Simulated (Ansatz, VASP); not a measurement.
NbTe3 in VASP and in Ansatz

```xyz
8
Lattice="9.9058 0.0000 0.0000 -4.9529 8.5787 0.0000 0.0000 0.0000 3.4303" Properties=species:S:1:pos:R:3 pbc="T T T"
Nb    0.0000    5.7191    0.8576
Nb    4.9529    2.8596    2.5727
Te    4.9529    5.0399    0.8576
Te   -1.8882    6.8093    2.5727
Te    3.0647    1.7694    0.8576
Te    0.0000    3.5388    2.5727
Te    6.8411    1.7694    0.8576
Te    1.8882    6.8093    2.5727
```

Alike in both runs: functional PBE; k mesh 6 × 6 × 12; occupations gaussian, width 0.1 eV; no spin polarisation.

Ansatz relaxed the structure, and its values are those at the end. VASP's run is a single point on that final structure, the one shown.

|  | VASP | Ansatz |
| --- | --- | --- |
| version | VASP 6.6.1 | Ansatz 0.2.0 |
| potentials or method | VASP PAW PBE potentials, release 64 (Nb_sv, Te), cutoff 520 eV | scalar-relativistic, plane waves, PAW |
| valence electrons in the cell | 62 | 122 |

|  | VASP | Ansatz | Ansatz less VASP |
| --- | --- | --- | --- |
| gap on the k mesh at the Fermi level (eV) | none | none | - |
| pressure (GPa) | -0.1 | 0.0 | +0.07 |
| rms of the force components (eV/Å) | 0.005 | 0.000 | -0.0047 |

A gap of «none» marks a metal or a gap that the smearing closes. VASP's potentials hold 62 valence electrons a cell and Ansatz's 122, so a difference there can come from the potentials and not from the codes. Ansatz's warnings: xc potential rough in thin density.

Neither program's run includes spin-orbit coupling.
